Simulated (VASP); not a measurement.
# Sc2SnS (P-6m2) in VASP: single point with LDA

Aim: the single point of Sc2SnS with LDA.

Program: VASP 6.6.1. These are calculated values, not measurements. Logs are shortened: lines on timing, memory, paths and dates and some standing lists are left out, and cuts for length are marked.

## 1. The cell of the first run

It takes space group P-6m2 (No. 187, hexagonal). The conventional cell has a = 3.549 Å, b = 3.549 Å, c = 7.711 Å, α = 90.00°, β = 90.00°, γ = 120.00°. Sc (site symmetry 3m) has 3 S at 2.61 Å and 3 Sn at 3.04 Å and 1 Sc at 3.22 Å within 3.4 Å. Within 4.0 Å of Sn (site symmetry -6m2) lie 6 Sc at 3.04 Å and 6 Sn at 3.55 Å. S (site symmetry -6m2) has 6 Sc at 2.61 Å within 3.4 Å.

## 2. Single point, LDA

Contents of POSCAR:

```
Sc2SnS
1.0
    3.5485611734      0.0000000000      0.0000000000
   -1.7742805867      3.0731441230      0.0000000000
    0.0000000000      0.0000000000      7.7114670000
Sc Sn S
2 1 1
Direct
    0.6666666667      0.3333333333      0.2910570000
    0.6666666667      0.3333333333      0.7089430000
    0.0000000000      0.0000000000      0.0000000000
    0.3333333333      0.6666666667      0.5000000000
```

Contents of INCAR.step1:

```
SYSTEM = Sc2SnS
PREC = Accurate
ENCUT = 520
EDIFF = 1E-6
ISMEAR = 0
SIGMA = 0.1
LREAL = .FALSE.
LASPH = .TRUE.
NELM = 80
ALGO = Normal
ISIF = 2
LWAVE = .FALSE.
LCHARG = .TRUE.
LMAXMIX = 4
NBANDS = 29
```

Contents of KPOINTS.step1:

```
regular mesh
0
G
  18 18 6
  0 0 0
```

Contents of INCAR.step2:

```
SYSTEM = Sc2SnS
PREC = Accurate
ENCUT = 520
EDIFF = 1E-6
ISMEAR = -5
SIGMA = 0.1
LREAL = .FALSE.
LASPH = .TRUE.
NELM = 80
ALGO = Normal
ISIF = 2
LWAVE = .FALSE.
LCHARG = .FALSE.
LMAXMIX = 4
LORBIT = 11
NBANDS = 29
NEDOS = 2001
ICHARG = 11
```

Contents of KPOINTS.step2:

```
regular mesh
0
G
  27 27 9
  0 0 0
```

Potentials or basis: VASP PAW LDA potentials, release 64 (Sc_sv, Sn_d, S).

The run is started by

```bash
cat potpaw_LDA.64/Sc_sv/POTCAR potpaw_LDA.64/Sn_d/POTCAR potpaw_LDA.64/S/POTCAR > POTCAR
cp INCAR.step1 INCAR
cp KPOINTS.step1 KPOINTS
mpirun -np 1 vasp_std > vasp.out
cp INCAR.step2 INCAR
cp KPOINTS.step2 KPOINTS
mpirun -np 1 vasp_std > vasp.out
```

OUTCAR:

```text
SYSTEM = Sc2SnS
   PREC = Accurate
   ENCUT = 520
   EDIFF = 1E-6
   ISMEAR = -5
   LREAL = .FALSE.
   LASPH = .TRUE.
   NELM = 80
   ISIF = 2
   LORBIT = 11
   ICHARG = 11

 ion  position               nearest neighbor table
   1  0.667  0.333  0.291-   4 2.61   4 2.61   4 2.61   3 3.04   3 3.04   3 3.04   2 3.22
   2  0.667  0.333  0.709-   4 2.61   4 2.61   4 2.61   3 3.04   3 3.04   3 3.04   1 3.22
   3  0.000  0.000  0.000-   1 3.04   2 3.04   1 3.04   2 3.04   1 3.04   2 3.04
   4  0.333  0.667  0.500-   1 2.61   2 2.61   1 2.61   2 2.61   1 2.61   2 2.61

  LATTYP: Found a hexagonal cell.
 ALAT       =     3.5485611734
 C/A-ratio  =     2.1731250000

  Lattice vectors:

 A1 = (   3.5485611734,   0.0000000000,   0.0000000000)
 A2 = (  -1.7742805867,   3.0731441230,   0.0000000000)
 A3 = (   0.0000000000,   0.0000000000,   7.7114670000)

Analysis of symmetry for initial positions (statically):
=====================================================================
 Subroutine PRICEL returns:
 Original cell was already a primitive cell.

 Routine SETGRP: Setting up the symmetry group for a
 hexagonal supercell.

 Subroutine GETGRP returns: Found 12 space group operations
 (whereof 12 operations were pure point group operations)
 out of a pool of 24 trial point group operations.

The static configuration has the point symmetry D_3h.

Analysis of symmetry for dynamics (positions and initial velocities):
=====================================================================
 Subroutine PRICEL returns:
 Original cell was already a primitive cell.

 Routine SETGRP: Setting up the symmetry group for a
 hexagonal supercell.

 Subroutine GETGRP returns: Found 12 space group operations
 (whereof 12 operations were pure point group operations)
 out of a pool of 24 trial point group operations.

The dynamic configuration has the point symmetry D_3h.

 Subroutine INISYM returns: Found 12 space group operations
 (whereof 12 operations are pure point group operations),
 and found     1 'primitive' translations

----------------------------------------------------------------------------------------

                                     Primitive cell

  volume of cell :      84.0954

  direct lattice vectors                    reciprocal lattice vectors
     3.548561173  0.000000000  0.000000000     0.281804357  0.162699821  0.000000000
    -1.774280587  3.073144123  0.000000000     0.000000000  0.325399643  0.000000000
     0.000000000  0.000000000  7.711467000     0.000000000  0.000000000  0.129677012

  length of vectors
     3.548561173  3.548561173  7.711467000     0.325399643  0.325399643  0.129677012

  position of ions in fractional coordinates (direct lattice)
     0.666666667  0.333333333  0.291057000
     0.666666667  0.333333333  0.708943000
     0.000000000  0.000000000  0.000000000
     0.333333333  0.666666667  0.500000000

  ion indices of the primitive-cell ions
   primitive index   ion index
                 1           1
                 2           2
                 3           3
                 4           4

----------------------------------------------------------------------------------------

 KPOINTS: regular mesh

Automatic generation of k-mesh.
 Grid dimensions read from file:
 generate k-points for:   27   27    9

 Generating k-lattice:

  Cartesian coordinates                     Fractional coordinates (reciprocal lattice)
     0.010437198  0.006025919  0.000000000     0.037037037  0.000000000  0.000000000
     0.000000000  0.012051839  0.000000000     0.000000000  0.037037037  0.000000000
     0.000000000  0.000000000  0.014408557     0.000000000  0.000000000  0.111111111

  Length of vectors
     0.012051839  0.012051839  0.014408557

  Shift w.r.t. Gamma in fractional coordinates (k-lattice)
     0.000000000  0.000000000  0.000000000

 TETIRR: Found   6288 inequivalent tetrahedra from    39366

 Subroutine IBZKPT returns following result:
 ===========================================

 Found    375 irreducible k-points:

 Following reciprocal coordinates:
            Coordinates               Weight
  0.000000  0.000000  0.000000      1.000000
  0.037037  0.000000  0.000000      6.000000
  0.074074  0.000000  0.000000      6.000000
  0.111111  0.000000  0.000000      6.000000
  0.148148  0.000000  0.000000      6.000000
  0.185185  0.000000  0.000000      6.000000
[... 16 lines left out ...]
  0.333333  0.037037  0.000000     12.000000
  0.370370  0.037037  0.000000     12.000000
 [... further k-points ...]
   k-points           NKPTS =    375   k-points in BZ     NKDIM =    375   number of bands    NBANDS=     29
   number of dos      NEDOS =   2001   number of ions     NIONS =      4
   total plane-waves  NPLWV =  47040
   dimension x,y,z NGX =    28 NGY =   28 NGZ =   60
   dimension x,y,z NGXF=    56 NGYF=   56 NGZF=  120
   ions per type =               2   1   1
   NGX,Y,Z   is equivalent  to a cutoff of  13.12, 13.12, 12.93 a.u.
   NGXF,Y,Z  is equivalent  to a cutoff of  26.24, 26.24, 25.87 a.u.
 SYSTEM =  Sc2SnS
   PREC   = accura    normal or accurate (medium, high low for compatibility)
   ISTART =      0    job   : 0-new  1-cont  2-samecut
   ICHARG =     11    charge: 1-file 2-atom 10-const
   ISPIN  =      1    spin polarized calculation?
   LNONCOLLINEAR =      F non collinear calculations
   LSORBIT =      F    spin-orbit coupling
   LASPH  =      T    aspherical Exc in radial PAW
   ENCUT  =  520.0 eV  38.22 Ry    6.18 a.u.   6.60  6.60 14.34*2*pi/ulx,y,z
   NELM   =     80;   NELMIN=  2; NELMDL=  0     # of ELM steps
   EDIFF  = 0.1E-05   stopping-criterion for ELM
   LREAL  =      F    real-space projection
   EDIFFG = 0.1E-04   stopping-criterion for IOM
   NSW    =      0    number of steps for IOM
   IBRION =     -1    ionic relax: 0-MD 1-quasi-New 2-CG
   NFREE  =      0    steps in history (QN), initial steepest desc. (CG)
   ISIF   =      2    stress and relaxation
   ISYM   =      2    0-nonsym 1-usesym 2-fastsym
   POTIM  = 0.5000    time-step for ionic-motion
   TEBEG  =    0.0;   TEEND  =   0.0 temperature during run
   PSTRESS=    0.0 pullay stress
   NELECT =      42.0000    total number of electrons
   NUPDOWN=      -1.0000    fix difference up-down
   EMIN   =  10.00;   EMAX   =-10.00  energy-range for DOS
   EFERMI =   0.00;   METHOD = LEGACY
   ISMEAR =    -5;   SIGMA  =   0.10  broadening in eV -4-tet -1-fermi 0-gaus
   EFERMI_NEDOS =   21; number of points for ismear=-14 and -15
   IALGO  =     38    algorithm
   IMIX   =      4    mixing-type and parameters
     AMIX     =   0.40;   BMIX     =  1.00
     AMIX_MAG =   1.60;   BMIX_MAG =  1.00
  volume/ion in A,a.u.               =      21.02       141.88
  Fermi-wavevector in a.u.,A,eV,Ry     =   1.298874  2.454517 22.954048  1.687075
  Thomas-Fermi vector in A             =   2.430175
   LORBIT       =     11    0 simple, 1 ext, 2 COOP (PROOUT), +10 PAW based schemes
   GGA     = CA    functional components
   LHFCALC =     F    Hartree Fock is set to
   AEXX    =    0.0000 exact exchange contribution
   IVDW    =     0    specifies the selected vdW correction
   LEPSILON=     F    determine dielectric tensor
   LRPA    =     F    only Hartree local field effects (RPA)
 non-spin polarized calculation
 Fermi weights with tetrahedron method with Bloechl corrections
  energy-cutoff  :      520.00
  volume of cell :       84.10
 maximum number of plane-waves:      2321
 NGX is ok and might be reduce to    28

 number of electron      41.9999998 magnetization

 Free energy of the ion-electron system (eV)
  ---------------------------------------------------
  ext. energy  EPLUGINS =         0.00000000
  ---------------------------------------------------
  free energy    TOTEN  =       -27.82887702 eV

  energy without entropy =      -27.82887702  energy(sigma->0) =      -27.82887702

 E-fermi :   6.5900     XC(G=0): -10.8001

 val. band max:        6.5887335440   @ k =   0.1481   0.1111   0.2222
 cond. band min:       6.5896943806   @ k =   0.3333   0.1111   0.3333
 fundamental gap:      0.0009608366
 Fermi energy:         6.5899940814

 k-point     1 :       0.0000    0.0000    0.0000
  band No.  band energies     occupation
      1     -42.6129      2.00000
      2     -42.5983      2.00000
      3     -21.6692      2.00000
      4     -21.5753      2.00000
      5     -21.5753      2.00000
      6     -21.5592      2.00000
[... 21 lines left out ...]
     28       9.0392      0.00000
     29       9.0507      0.00000

 k-point     2 :       0.0370    0.0000    0.0000
  band No.  band energies     occupation
      1     -42.6127      2.00000
      2     -42.5981      2.00000
      3     -21.6687      2.00000
      4     -21.5776      2.00000
      5     -21.5759      2.00000
      6     -21.5613      2.00000
[... 21 lines left out ...]
     28       8.9621      0.00000
     29       9.1022      0.00000

 k-point     3 :       0.0741    0.0000    0.0000
  band No.  band energies     occupation
      1     -42.6121      2.00000
      2     -42.5975      2.00000
      3     -21.6671      2.00000
      4     -21.5843      2.00000
      5     -21.5774      2.00000
      6     -21.5675      2.00000
[... 21 lines left out ...]
     28       8.9575      0.00000
     29       9.1416      0.00000

 k-point     4 :       0.1111    0.0000    0.0000
  band No.  band energies     occupation
      1     -42.6110      2.00000
      2     -42.5965      2.00000
      3     -21.6647      2.00000
      4     -21.5950      2.00000
      5     -21.5798      2.00000
      6     -21.5775      2.00000
[... 597 lines left out ...]
     28       9.3598      0.00000
     29       9.6415      0.00000

 k-point    23 :       0.3333    0.0370    0.0000
  band No.  band energies     occupation
      1     -42.5997      2.00000
      2     -42.5857      2.00000
      3     -21.7146      2.00000
      4     -21.6825      2.00000
      5     -21.6314      2.00000
      6     -21.6071      2.00000
[... 21 lines left out ...]
     28       9.3336      0.00000
     29       9.5654      0.00000

 k-point    24 :       0.3704    0.0370    0.0000
  band No.  band energies     occupation
      1     -42.5983      2.00000
      2     -42.5844      2.00000
      3     -21.7282      2.00000
      4     -21.6952      2.00000
      5     -21.6281      2.00000
      6     -21.6104      2.00000
[... 21 lines left out ...]
     28       9.3261      0.00000
     29       9.5237      0.00000

 [... further k-points ...]

------------------------ aborting loop because EDIFF is reached ----------------------------------------

  FORCE on cell =-STRESS in cart. coord.  units (eV):
  Direction    XX          YY          ZZ          XY          YZ          ZX
  --------------------------------------------------------------------------------------
  -------------------------------------------------------------------------------------
  Total       -2.7931362     -2.7931362     -3.4199857      0.0000000      0.0000000      0.0000000
  in kB      -53.2145581    -53.2145581    -65.1572340      0.0000000      0.0000000      0.0000000
  external PRESSURE =     -57.1954501 kB  Pullay stress =       0.0000000 kB

 VOLUME and BASIS-vectors are now :
 -----------------------------------------------------------------------------
  energy-cutoff  :      520.00
  volume of cell :       84.10
      direct lattice vectors                 reciprocal lattice vectors
     3.548561173  0.000000000  0.000000000     0.281804357  0.162699821  0.000000000
    -1.774280587  3.073144123  0.000000000     0.000000000  0.325399643  0.000000000
     0.000000000  0.000000000  7.711467000     0.000000000  0.000000000  0.129677012

 POSITION                                       TOTAL-FORCE (eV/Angst)
 -----------------------------------------------------------------------------------
      1.77428      1.02438      2.24448        -0.000000      0.000000      0.115253
      1.77428      1.02438      5.46699        -0.000000      0.000000     -0.115253
      0.00000      0.00000      0.00000         0.000000     -0.000000      0.000000
     -0.00000      2.04876      3.85573         0.000000     -0.000000      0.000000
 -----------------------------------------------------------------------------------
    total drift:                               -0.005184      0.002993     -0.000000

  FREE ENERGIE OF THE ION-ELECTRON SYSTEM (eV)
  ---------------------------------------------------
  free  energy   TOTEN  =       -27.8288770207 eV

  energy  without entropy=      -27.8288770207  energy(sigma->0) =      -27.82887702

 total charge

# of ion       s       p       d       tot
------------------------------------------
    1        2.174   6.133   1.159   9.467
    2        2.174   6.133   1.159   9.467
    3        1.196   1.198   9.963  12.358
    4        1.314   2.449   0.000   3.763
--------------------------------------------------
tot          6.859  15.914  12.282  35.054
```

Wall time 14 min (1 thread of Intel Xeon Platinum 8488C (Sapphire Rapids), shared host); peak memory 0.87 GiB.

What came out:

* Valence electrons inside the program's atomic spheres: Sc 9.47; Sn 12.36; S 3.76

Levels at points of the mesh, in eV from the Fermi level:
```
           k point  band 18  band 19  band 20  band 21  band 22  band 23  band 24  band 25
(0.00, 0.00, 0.00)    -3.28    -1.96    -1.10     0.79     0.79     1.03     1.03     2.09
```

Caveat: spin-orbit coupling is left out, which moves the levels of the heavy elements.
